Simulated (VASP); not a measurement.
# Ga (P6/mmm) in VASP: a series of runs, part 2 of 2

VASP 6.6.1.

## 3. Relaxation of shape and atoms at fixed volume, PBE

This run uses another cell than the first one, of 8.72 Å³/atom.

File INCAR:

```
SYSTEM = Ga
PREC     = Accurate       ! precision mode
ENCUT    = 600            ! plane-wave cutoff, eV
EDIFF    = 1E-6           ! SCF threshold, eV
ISMEAR   = -1             ! smearing method
SIGMA    = 0.05           ! smearing width, eV
LREAL    = .False.        ! projectors in reciprocal space
LASPH    = .True.         ! aspherical terms in the spheres
NELM     = 100            ! most SCF steps
ALGO     = Normal         ! electronic algorithm
ISIF     = 4              ! what is computed and relaxed
LWAVE    = .False.        ! write WAVECAR
LCHARG   = .False.        ! write CHGCAR
GGA      = PE             ! functional
IBRION   = 2              ! ionic algorithm
NSW      = 50             ! ionic steps
EDIFFG   = -0.005         ! ionic threshold
```

File KPOINTS:

```
Automatic mesh
0
Gamma
  17 17 15
  0 0 0
```

File POSCAR:

```
Ga
1.0
    2.1910049956      0.0000000000      0.0000000000
   -1.0955024978      1.8974659861      0.0000000000
    0.0000000000      0.0000000000      2.0975200123
Ga
1
Direct
    0.0000000000      0.0000000000      0.0000000000
```

Potentials or basis: VASP PAW PBE potentials, release 64 (Ga_d).

Command:

```console
> cat potpaw_PBE.64/Ga_d/POTCAR > POTCAR
> mpirun -np 1 vasp_std > vasp.out
```

OUTCAR:

```text
SYSTEM = Ga
   PREC = Accurate
   ENCUT = 600
   EDIFF = 1E-6
   ISMEAR = -1
   LREAL = .False.
   LASPH = .True.
   NELM = 100
   ISIF = 4
   GGA = PE
   IBRION = 2
   NSW = 50
   EDIFFG = -0.005

 ion  position               nearest neighbor table
   1  0.000  0.000  0.000-

  LATTYP: Found a hexagonal cell.
 ALAT       =     2.1910049956
 C/A-ratio  =     0.9573323733

  Lattice vectors:

 A1 = (   2.1910049956,   0.0000000000,   0.0000000000)
 A2 = (  -1.0955024978,   1.8974659861,   0.0000000000)
 A3 = (   0.0000000000,   0.0000000000,   2.0975200123)

Analysis of symmetry for initial positions (statically):
=====================================================================
 Subroutine PRICEL returns:
 Original cell was already a primitive cell.

 Routine SETGRP: Setting up the symmetry group for a
 hexagonal supercell.

 Subroutine GETGRP returns: Found 24 space group operations
 (whereof 24 operations were pure point group operations)
 out of a pool of 24 trial point group operations.

The static configuration has the point symmetry D_6h.

Analysis of symmetry for dynamics (positions and initial velocities):
=====================================================================
 Subroutine PRICEL returns:
 Original cell was already a primitive cell.

 Routine SETGRP: Setting up the symmetry group for a
[... 257 lines left out ...]

 number of electron      12.9999997 magnetization

 Free energy of the ion-electron system (eV)
  ---------------------------------------------------
  ext. energy  EPLUGINS =         0.00000000
  ---------------------------------------------------
  free energy    TOTEN  =         1.43378447 eV

  energy without entropy =        1.43606650  energy(sigma->0) =        1.43492548

 E-fermi :  15.8527     XC(G=0): -15.4969

 val. band max:       15.8470258019   @ k =   0.3529   0.1765   0.4667
 cond. band min:      15.8814862587   @ k =   0.2941   0.1765   0.0000
 fundamental gap:      0.0344604568
 Fermi energy:        15.8526701466

 k-point     1 :       0.0000    0.0000    0.0000
  band No.  band energies     occupation
      1      -3.2842      2.00000
      2      -2.5903      2.00000
      3      -1.3261      2.00000
      4      -1.3261      2.00000
      5       0.0680      2.00000
      6       0.0680      2.00000
      7      29.6525      0.00000
      8      34.7855      0.00000
      9      36.6391      0.00000
     10      38.4494      0.00000
[... 287 lines left out ...]
 k-point    24 :       0.1765    0.1765    0.0000
  band No.  band energies     occupation
      1      -2.1826      2.00000
      2      -1.8108      2.00000
      3      -1.0954      2.00000
      4      -0.4562      2.00000
      5      -0.1008      2.00000
      6       1.7078      2.00000
      7      22.2201      0.00000
      8      22.7231      0.00000
      9      34.6562      0.00000
     10      37.2607      0.00000

 [... further k-points ...]

------------------------ aborting loop because EDIFF is reached ----------------------------------------

  FORCE on cell =-STRESS in cart. coord.  units (eV):
  Direction    XX          YY          ZZ          XY          YZ          ZX
  --------------------------------------------------------------------------------------
  -------------------------------------------------------------------------------------
  Total       15.0370976     15.0370976     15.0311075      0.0000000      0.0000000      0.0000000
  in kB     2762.8106368   2762.8106372   2761.7100642      0.0000000      0.0000000      0.0000000
  external PRESSURE =    2762.4437794 kB  Pullay stress =       0.0000000 kB
[... 16 lines left out ...]
  FREE ENERGIE OF THE ION-ELECTRON SYSTEM (eV)
  ---------------------------------------------------
  free  energy   TOTEN  =         1.4337844660 eV

  energy  without entropy=        1.4360664965  energy(sigma->0) =        1.43492548

 reached required accuracy - stopping structural energy minimisation
```

CONTCAR:

```text
Ga
   1.00000000000000
     2.1831869049493045    0.0000000000000000    0.0000000000000000
    -1.0915934524746522    1.8906953210163060   -0.0000000000000000
    -0.0000000000000000   -0.0000000000000000    2.1125695379181950
  Ga
     1
Direct
     1.0000000000000000    0.0000000000000000    0.0000000000000000

  0.00000000E+00  0.00000000E+00  0.00000000E+00
```

It took 54 s on 1 thread of Intel Xeon 8259CL, shared host; peak memory 0.15 GiB.

Results:

```
Free energy               : 1.4338 eV
Energy gained by relaxing : 3.5 meV/atom
Ionic steps               : 4
Pressure after relaxing   : 276.2 GPa
Band gap on the k mesh    : zero (an odd number of electrons rules out a gap without spin polarisation)
```

The path:
```tsv
step	energy change (eV)	largest force (eV/Å)	pressure (GPa)	volume (Å³)
1	0.0000	0.0000	276.30	8.72
2	0.0367	0.0000	277.32	8.72
3	-0.0035	0.0000	276.37	8.72
4	-0.0035	0.0000	276.24	8.72
```

Final structure:
```cif
data_structure
_symmetry_space_group_name_H-M 'P 1'
_symmetry_Int_Tables_number 1
_cell_length_a 2.1832
_cell_length_b 2.1832
_cell_length_c 2.1126
_cell_angle_alpha 90.000
_cell_angle_beta 90.000
_cell_angle_gamma 120.000
_cell_volume 8.72
loop_
_atom_site_label
_atom_site_type_symbol
_atom_site_fract_x
_atom_site_fract_y
_atom_site_fract_z
_atom_site_occupancy
Ga1 Ga 0.00000 0.00000 0.00000 1
```

Levels at points of the mesh, in eV from the Fermi level:
| k point | band 3 | band 4 | band 5 | band 6 | band 7 | band 8 | band 9 | band 10 |
| --- | --- | --- | --- | --- | --- | --- | --- | --- |
| (0.00, 0.00, 0.00) | -17.18 | -17.18 | -15.78 | -15.78 | 13.80 | 18.93 | 20.79 | 22.60 |

## 4. Relaxation of shape and atoms at fixed volume, PBE

This run uses another cell than the first one, of 10.66 Å³/atom.

File INCAR:

```
SYSTEM = Ga
  ALGO = Normal
  EDIFF = 1E-6
  EDIFFG = -0.005
  ENCUT = 600
  GGA = PE
  IBRION = 2
  ISIF = 4
  ISMEAR = -1
  LASPH = .True.
  LCHARG = .False.
  LREAL = .False.
  LWAVE = .False.
  NELM = 100
  NSW = 50
  PREC = Accurate
  SIGMA = 0.05
```

File KPOINTS:

```
k-points
0
Gamma
  17 17 15
  0 0 0
```

File POSCAR:

```
Ga
1.0
    2.3425745802      0.0000000000      0.0000000000
   -1.1712872901      2.0287290968      0.0000000000
    0.0000000000      0.0000000000      2.2426224824
Ga
1
Direct
    0.0000000000      0.0000000000      0.0000000000
```

Potentials or basis: VASP PAW PBE potentials, release 64 (Ga_d).

Command:

```console
> cat potpaw_PBE.64/Ga_d/POTCAR > POTCAR
> mpirun -np 1 vasp_std > vasp.out
```

OUTCAR:

```text
SYSTEM = Ga
   EDIFF = 1E-6
   EDIFFG = -0.005
   ENCUT = 600
   GGA = PE
   IBRION = 2
   ISIF = 4
   ISMEAR = -1
   LASPH = .True.
   LREAL = .False.
   NELM = 100
   NSW = 50
   PREC = Accurate

 ion  position               nearest neighbor table
   1  0.000  0.000  0.000-

  LATTYP: Found a hexagonal cell.
 ALAT       =     2.3425745802
 C/A-ratio  =     0.9573323733

  Lattice vectors:

 A1 = (   2.3425745802,   0.0000000000,   0.0000000000)
 A2 = (  -1.1712872901,   2.0287290968,   0.0000000000)
 A3 = (   0.0000000000,   0.0000000000,   2.2426224824)

Analysis of symmetry for initial positions (statically):
=====================================================================
 Subroutine PRICEL returns:
 Original cell was already a primitive cell.

 Routine SETGRP: Setting up the symmetry group for a
 hexagonal supercell.

 Subroutine GETGRP returns: Found 24 space group operations
 (whereof 24 operations were pure point group operations)
 out of a pool of 24 trial point group operations.

The static configuration has the point symmetry D_6h.

Analysis of symmetry for dynamics (positions and initial velocities):
=====================================================================
 Subroutine PRICEL returns:
 Original cell was already a primitive cell.

 Routine SETGRP: Setting up the symmetry group for a
[... 257 lines left out ...]

 number of electron      13.0000008 magnetization

 Free energy of the ion-electron system (eV)
  ---------------------------------------------------
  ext. energy  EPLUGINS =         0.00000000
  ---------------------------------------------------
  free energy    TOTEN  =        -0.89224590 eV

  energy without entropy =       -0.88908074  energy(sigma->0) =       -0.89066332

 E-fermi :  12.2601     XC(G=0): -14.1684

 val. band max:       12.2577509502   @ k =   0.2941   0.1765   0.0667
 cond. band min:      12.2632538657   @ k =   0.3529   0.1765   0.3333
 fundamental gap:      0.0055029155
 Fermi energy:        12.2601285051

 k-point     1 :       0.0000    0.0000    0.0000
  band No.  band energies     occupation
      1      -4.7730      2.00000
      2      -4.0887      2.00000
      3      -3.8528      2.00000
      4      -3.8528      2.00000
      5      -2.9124      2.00000
      6      -2.9124      2.00000
      7      24.5949      0.00000
      8      28.8392      0.00000
      9      31.6610      0.00000
     10      31.6610      0.00000
[... 287 lines left out ...]
 k-point    24 :       0.1765    0.1765    0.0000
  band No.  band energies     occupation
      1      -4.4177      2.00000
      2      -4.1382      2.00000
      3      -3.4870      2.00000
      4      -3.2541      2.00000
      5      -3.0237      2.00000
      6      -0.1999      2.00000
      7      17.9037      0.00000
      8      18.0965      0.00000
      9      28.7661      0.00000
     10      31.5748      0.00000

 [... further k-points ...]

------------------------ aborting loop because EDIFF is reached ----------------------------------------

  FORCE on cell =-STRESS in cart. coord.  units (eV):
  Direction    XX          YY          ZZ          XY          YZ          ZX
  --------------------------------------------------------------------------------------
  -------------------------------------------------------------------------------------
  Total        8.5802898      8.5802898      8.5778229      0.0000000      0.0000000      0.0000000
  in kB     1289.8490381   1289.8490382   1289.4781901      0.0000000      0.0000000      0.0000000
  external PRESSURE =    1289.7254221 kB  Pullay stress =       0.0000000 kB
[... 16 lines left out ...]
  FREE ENERGIE OF THE ION-ELECTRON SYSTEM (eV)
  ---------------------------------------------------
  free  energy   TOTEN  =        -0.8922459019 eV

  energy  without entropy=       -0.8890807423  energy(sigma->0) =       -0.89066332

 reached required accuracy - stopping structural energy minimisation
```

OSZICAR:

```text
N       E                     dE             d eps       ncg     rms          rms(c)
DAV:   1     0.316416025873E+02    0.31642E+02   -0.74716E+03  6000   0.287E+03
DAV:   2    -0.211999878271E+00   -0.31854E+02   -0.30887E+02  5404   0.232E+02
[... 25 lines left out ...]
   3 F= -.89224441E+00 E0= -.89065455E+00  d E =-.183677E-02
       N       E                     dE             d eps       ncg     rms          rms(c)
DAV:   1    -0.892260769709E+00   -0.16342E-04   -0.20943E-04  6788   0.180E-01    0.202E-02
DAV:   2    -0.892249951788E+00    0.10818E-04   -0.70451E-06  5488   0.459E-02    0.114E-02
DAV:   3    -0.892245872184E+00    0.40796E-05   -0.72183E-06  5824   0.452E-02    0.177E-03
DAV:   4    -0.892245901878E+00   -0.29694E-07   -0.34507E-07  2990   0.681E-03
   4 F= -.89224590E+00 E0= -.89066332E+00  d E =-.183826E-02
```

Wall time 53 s (1 thread of Intel Xeon 8259CL, shared host); peak memory 0.16 GiB.

Results:

```yaml
Free_energy: -0.8922 eV
Energy_gained_by_relaxing: 1.8 meV/atom
Ionic_steps: 4
Pressure_after_relaxing: 129.0 GPa
Band_gap_on_the_k_mesh: zero (an odd number of electrons rules out a gap without spin polarisation)
```

Step by step:
```tsv
step	energy change (eV)	largest force (eV/Å)	pressure (GPa)	volume (Å³)
1	0.0000	0.0000	129.04	10.66
2	0.0041	0.0000	128.97	10.66
3	-0.0018	0.0000	129.03	10.66
4	-0.0018	0.0000	128.97	10.66
```

Final structure:
```
Ga
1.0
     2.33477    0.00000    0.00000
    -1.16738    2.02197    0.00000
     0.00000    0.00000    2.25765
Ga
1
Direct
  0.00000 0.00000 0.00000
```

Levels at points of the mesh, in eV from the Fermi level:
```csv
k point,band 2,band 3,band 4,band 5,band 6,band 7,band 8,band 9,band 10
"(0.00, 0.00, 0.00)",-16.35,-16.11,-16.11,-15.17,-15.17,12.33,16.58,19.40,19.40
```

## 5. Overview

```csv
cell,gap on the mesh (eV),pressure (GPa)
"relaxed from a = 2.107, b = 2.107, c = 2.017 Å, angles 90.0, 90.0, 120.0°, 1 atom",none,418.7
"relaxed from a = 2.191, b = 2.191, c = 2.098 Å, angles 90.0, 90.0, 120.0°, 1 atom",none,276.2
"relaxed from a = 2.343, b = 2.343, c = 2.243 Å, angles 90.0, 90.0, 120.0°, 1 atom",none,129.0
```

Alike in all rows: task relaxation of shape and atoms at fixed volume; level PBE; potentials or basis VASP PAW PBE potentials, release 64 (Ga_d); no spin polarisation; k mesh 17 × 17 × 15; cutoff (eV) 600; smearing fermi-dirac 0.05 eV.

Total energies depend on the potentials used, so only differences within one code and one set of settings carry meaning.
